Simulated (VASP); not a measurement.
# Ge (Fd-3m) in VASP: further runs

Ge is run at these levels: LDA; tasks: single point, relaxation of cell and atoms.

All numbers are computed with VASP 6.6.1; they aren't measurements. Logs are shortened: lines on timing, memory, paths and dates and some standing lists are left out, and cuts for length are marked.

### Step 1. The cell of the first run

The structure is cubic, space group Fd-3m (No. 227). The conventional cell has a = 5.622 Å, b = 5.622 Å, c = 5.622 Å, α = 90.00°, β = 90.00°, γ = 90.00°. Within 3.2 Å of Ge (site symmetry -43m) lie 4 Ge at 2.43 Å.

### Step 2. Single point, LDA

INCAR reads:

```
SYSTEM = Ge
PREC = Accurate
ENCUT = 520
EDIFF = 1E-6
ISMEAR = 0
SIGMA = 0.05
LREAL = .FALSE.
LASPH = .TRUE.
NELM = 100
ALGO = Normal
ISIF = 2
LWAVE = .FALSE.
LCHARG = .FALSE.
GGA = CA
NBANDS = 21
```

KPOINTS reads:

```
regular mesh
0
G
  8 8 8
  0 0 0
```

POSCAR reads:

```
Ge
1.0
    0.0000000000      2.8109214386      2.8109214386
    2.8109214386      0.0000000000      2.8109214386
    2.8109214386      2.8109214386      0.0000000000
Ge
2
Direct
    0.0000000000      0.0000000000      0.0000000000
    0.2500000000      0.2500000000      0.2500000000
```

Potentials or basis: VASP PAW LDA potentials, release 64 (Ge_d).

The run is started by

```
cat potpaw_LDA.64/Ge_d/POTCAR > POTCAR
mpirun -np 1 vasp_std > vasp.out
```

OUTCAR:

```text
SYSTEM = Ge
   PREC = Accurate
   ENCUT = 520
   EDIFF = 1E-6
   ISMEAR = 0
   LREAL = .FALSE.
   LASPH = .TRUE.
   NELM = 100
   ISIF = 2
   GGA = CA

 ion  position               nearest neighbor table
   1  0.000  0.000  0.000-   2 2.43   2 2.43   2 2.43   2 2.43
   2  0.250  0.250  0.250-   1 2.43   1 2.43   1 2.43   1 2.43

  LATTYP: Found a face centered cubic cell.
 ALAT       =     5.6218428772

  Lattice vectors:

 A1 = (   0.0000000000,   2.8109214386,   2.8109214386)
 A2 = (   2.8109214386,   0.0000000000,   2.8109214386)
 A3 = (   2.8109214386,   2.8109214386,   0.0000000000)

Analysis of symmetry for initial positions (statically):
=====================================================================
 Subroutine PRICEL returns:
 Original cell was already a primitive cell.

 Routine SETGRP: Setting up the symmetry group for a
 face centered cubic supercell.

 Subroutine GETGRP returns: Found 48 space group operations
 (whereof 24 operations were pure point group operations)
 out of a pool of 48 trial point group operations.

The static configuration has the point symmetry T_d .
 The point group associated with its full space group is O_h .

Analysis of symmetry for dynamics (positions and initial velocities):
=====================================================================
 Subroutine PRICEL returns:
 Original cell was already a primitive cell.

 Routine SETGRP: Setting up the symmetry group for a
 face centered cubic supercell.

 Subroutine GETGRP returns: Found 48 space group operations
 (whereof 24 operations were pure point group operations)
 out of a pool of 48 trial point group operations.

The dynamic configuration has the point symmetry T_d .
 The point group associated with its full space group is O_h .

 Subroutine INISYM returns: Found 48 space group operations
 (whereof 24 operations are pure point group operations),
 and found     1 'primitive' translations

----------------------------------------------------------------------------------------

                                     Primitive cell

  volume of cell :      44.4198

  direct lattice vectors                    reciprocal lattice vectors
     0.000000000  2.810921439  2.810921439    -0.177877614  0.177877614  0.177877614
     2.810921439  0.000000000  2.810921439     0.177877614 -0.177877614  0.177877614
     2.810921439  2.810921439  0.000000000     0.177877614  0.177877614 -0.177877614

  length of vectors
     3.975243221  3.975243221  3.975243221     0.308093066  0.308093066  0.308093066
[... 74 lines left out ...]
   ICHARG =      2    charge: 1-file 2-atom 10-const
   ISPIN  =      1    spin polarized calculation?
   LNONCOLLINEAR =      F non collinear calculations
   LSORBIT =      F    spin-orbit coupling
   LASPH  =      T    aspherical Exc in radial PAW
   ENCUT  =  520.0 eV  38.22 Ry    6.18 a.u.   7.39  7.39  7.39*2*pi/ulx,y,z
   NELM   =    100;   NELMIN=  2; NELMDL= -5     # of ELM steps
   EDIFF  = 0.1E-05   stopping-criterion for ELM
   LREAL  =      F    real-space projection
   EDIFFG = 0.1E-04   stopping-criterion for IOM
   NSW    =      0    number of steps for IOM
   IBRION =     -1    ionic relax: 0-MD 1-quasi-New 2-CG
   NFREE  =      0    steps in history (QN), initial steepest desc. (CG)
   ISIF   =      2    stress and relaxation
   ISYM   =      2    0-nonsym 1-usesym 2-fastsym
   POTIM  = 0.5000    time-step for ionic-motion
   TEBEG  =    0.0;   TEEND  =   0.0 temperature during run
   PSTRESS=    0.0 pullay stress
   NELECT =      28.0000    total number of electrons
   NUPDOWN=      -1.0000    fix difference up-down
   EMIN   =  10.00;   EMAX   =-10.00  energy-range for DOS
   EFERMI =   0.00;   METHOD = LEGACY
   ISMEAR =     0;   SIGMA  =   0.05  broadening in eV -4-tet -1-fermi 0-gaus
   EFERMI_NEDOS =   21; number of points for ismear=-14 and -15
   IALGO  =     38    algorithm
   IMIX   =      4    mixing-type and parameters
     AMIX     =   0.40;   BMIX     =  1.00
     AMIX_MAG =   1.60;   BMIX_MAG =  1.00
  volume/ion in A,a.u.               =      22.21       149.88
  Fermi-wavevector in a.u.,A,eV,Ry     =   1.403682  2.652575 26.807883  1.970324
  Thomas-Fermi vector in A             =   2.526320
   LORBIT       =      0    0 simple, 1 ext, 2 COOP (PROOUT), +10 PAW based schemes
   GGA     = CA    functional components
   LHFCALC =     F    Hartree Fock is set to
   AEXX    =    0.0000 exact exchange contribution
   IVDW    =     0    specifies the selected vdW correction
   LEPSILON=     F    determine dielectric tensor
   LRPA    =     F    only Hartree local field effects (RPA)
 non-spin polarized calculation
 Gauss-broadening in eV      SIGMA  =   0.05
  energy-cutoff  :      520.00
  volume of cell :       44.42
 maximum number of plane-waves:      1243
 NGX is ok and might be reduce to    30
   NGX = 15   NGY = 15   NGZ = 15

 number of electron      28.0000032 magnetization

 Free energy of the ion-electron system (eV)
  ---------------------------------------------------
  ext. energy  EPLUGINS =         0.00000000
  ---------------------------------------------------
  free energy    TOTEN  =       -10.38030136 eV

  energy without entropy =      -10.38013053  energy(sigma->0) =      -10.38021595

 E-fermi :   4.9473     XC(G=0): -10.3777

 val. band max:        4.9459696982   @ k =   0.0000   0.0000   0.0000
 cond. band min:       5.0386912051   @ k =   0.5000   0.0000   0.0000
 fundamental gap:      0.0927215069
 Fermi energy:         4.9472772320

 k-point     1 :       0.0000    0.0000    0.0000
  band No.  band energies     occupation
      1     -20.0529      2.00000
      2     -20.0529      2.00000
      3     -20.0529      2.00000
      4     -20.0147      2.00000
      5     -20.0147      2.00000
      6     -19.7935      2.00000
[... 565 lines left out ...]
     20      15.8440      0.00000
     21      16.4261      0.00000

 [... further k-points ...]
[... 5 lines left out ...]
  --------------------------------------------------------------------------------------
  -------------------------------------------------------------------------------------
  Total        0.0446027      0.0446027      0.0446027      0.0000000     -0.0000000      0.0000000
  in kB        1.6087773      1.6087773      1.6087773      0.0000000     -0.0000000      0.0000000
  external PRESSURE =       1.6087773 kB  Pullay stress =       0.0000000 kB

 VOLUME and BASIS-vectors are now :
 -----------------------------------------------------------------------------
  energy-cutoff  :      520.00
  volume of cell :       44.42
      direct lattice vectors                 reciprocal lattice vectors
     0.000000000  2.810921439  2.810921439    -0.177877614  0.177877614  0.177877614
     2.810921439  0.000000000  2.810921439     0.177877614 -0.177877614  0.177877614
     2.810921439  2.810921439  0.000000000     0.177877614  0.177877614 -0.177877614

 POSITION                                       TOTAL-FORCE (eV/Angst)
 -----------------------------------------------------------------------------------
      0.00000      0.00000      0.00000         0.000000      0.000000      0.000000
      1.40546      1.40546      1.40546        -0.000000     -0.000000     -0.000000
 -----------------------------------------------------------------------------------
    total drift:                                0.000000     -0.000000      0.000000

  FREE ENERGIE OF THE ION-ELECTRON SYSTEM (eV)
  ---------------------------------------------------
  free  energy   TOTEN  =       -10.3803013630 eV

  energy  without entropy=      -10.3801305338  energy(sigma->0) =      -10.38021595
```

OSZICAR:

```text
N       E                     dE             d eps       ncg     rms          rms(c)
DAV:   1     0.189734558947E+03    0.18973E+03   -0.14680E+04  1395   0.362E+03
DAV:   2     0.176021078008E+02   -0.17213E+03   -0.16663E+03  1243   0.633E+02
DAV:   3    -0.958456700448E+01   -0.27187E+02   -0.27029E+02  1373   0.143E+02
DAV:   4    -0.105489134400E+02   -0.96435E+00   -0.96390E+00  1383   0.316E+01
DAV:   5    -0.105647621319E+02   -0.15849E-01   -0.15848E-01  1378   0.443E+00    0.337E+00
DAV:   6    -0.104415432410E+02    0.12322E+00   -0.37707E-02  1358   0.160E+00    0.193E+00
DAV:   7    -0.103795520945E+02    0.61991E-01   -0.76500E-02  1299   0.203E+00    0.142E-01
DAV:   8    -0.103802814336E+02   -0.72934E-03   -0.59190E-03  1398   0.872E-01    0.448E-02
DAV:   9    -0.103803048481E+02   -0.23414E-04   -0.10521E-04  1599   0.128E-01    0.143E-02
DAV:  10    -0.103803016648E+02    0.31833E-05   -0.10006E-05  1678   0.393E-02    0.423E-03
DAV:  11    -0.103803013630E+02    0.30183E-06   -0.95141E-07   898   0.826E-03
   1 F= -.10380301E+02 E0= -.10380216E+02  d E =-.170829E-03
```

Run time: 43 s. Hardware: 1 thread of Intel Xeon 6975P-C, shared host; peak memory 0.15 GiB.

Results:

| Item | Value |
| --- | --- |
| Free energy | -10.3803 eV |
| Pressure | 0.2 GPa |

Levels at points of the mesh, in eV from the Fermi level:
```tsv
k point	band 11	band 12	band 13	band 14	band 15	band 16	band 17	band 18
(0.00, 0.00, 0.00)	-12.98	-0.03	-0.03	-0.03	0.00	2.50	2.50	2.50
(0.50, 0.00, 0.00)	-10.85	-7.76	-1.47	-1.47	0.09	3.70	3.70	6.95
(0.50, 0.50, 0.00)	-9.03	-9.03	-3.18	-3.18	0.61	0.61	9.54	9.54
```

### Step 3. Relaxation of cell and atoms, LDA

This run uses another cell than the first one, of 22.64 Å³/atom, 1.019 times its volume.

INCAR reads:

```
SYSTEM = Ge
  PREC = Accurate
  ENCUT = 600
  EDIFF = 1E-6
  ISMEAR = 0
  SIGMA = 0.05
  LREAL = .False.
  LASPH = .True.
  NELM = 80
  ALGO = Normal
  ISIF = 3
  LWAVE = .False.
  LCHARG = .False.
  GGA = CA
  IBRION = 2
  NSW = 80
  EDIFFG = -0.003
```

KPOINTS reads:

```
Automatic mesh
0
Gamma
  8 8 8
  0 0 0
```

POSCAR reads:

```
Ge
1.0
    0.0000000000      2.8290000000      2.8290000000
    2.8290000000      0.0000000000      2.8290000000
    2.8290000000      2.8290000000      0.0000000000
Ge
2
Direct
    0.0000000000      0.0000000000      0.0000000000
    0.2500000000      0.2500000000      0.2500000000
```

Potentials or basis: VASP PAW LDA potentials, release 64 (Ge_d).

The run is started by

```
cat potpaw_LDA.64/Ge_d/POTCAR > POTCAR
mpirun -np 1 vasp_std > vasp.out
```

Wall time 66 s (1 thread of Intel Xeon 6975P-C, shared host); peak memory 0.17 GiB.

The run converged. Its results:

```
Free energy                            : -10.3805 eV
Relaxed volume                         : 22.24 Å³/atom
Relaxed cell                           : a = 3.977 Å, b = 3.977 Å, c = 3.977 Å, α = 60.00°, β = 60.00°, γ = 60.00°
Space group after relaxing (to 0.05 Å) : Fd-3m (No. 227)
Energy gained by relaxing              : 1.4 meV/atom
Ionic steps                            : 3
Pressure after relaxing                : 0.0 GPa
```

Step by step:
| step | energy change (eV) | largest force (eV/Å) | pressure (GPa) | volume (Å³) |
| --- | --- | --- | --- | --- |
| 1 | 0.0000 | 0.0000 | -1.16 | 45.28 |
| 2 | -0.0025 | 0.0000 | 0.26 | 44.22 |
| 3 | -0.0028 | 0.0000 | -0.01 | 44.48 |

Final structure:
```
Ge
1.0
     0.00000    2.81209    2.81209
     2.81209    0.00000    2.81209
     2.81209    2.81209    0.00000
Ge
2
Direct
  0.00000 0.00000 0.00000
  0.25000 0.25000 0.25000
```

Levels at points of the mesh, in eV from the Fermi level:
| k point | band 10 | band 11 | band 12 | band 13 | band 14 | band 15 | band 16 | band 17 | band 18 |
| --- | --- | --- | --- | --- | --- | --- | --- | --- | --- |
| (0.00, 0.00, 0.00) | -24.72 | -12.97 | -0.03 | -0.03 | -0.03 | -0.01 | 2.50 | 2.50 | 2.50 |
| (0.50, 0.00, 0.00) | -24.69 | -10.84 | -7.75 | -1.46 | -1.46 | 0.09 | 3.70 | 3.70 | 6.95 |
| (0.50, 0.50, 0.00) | -24.68 | -9.02 | -9.02 | -3.17 | -3.17 | 0.61 | 0.61 | 9.53 | 9.53 |
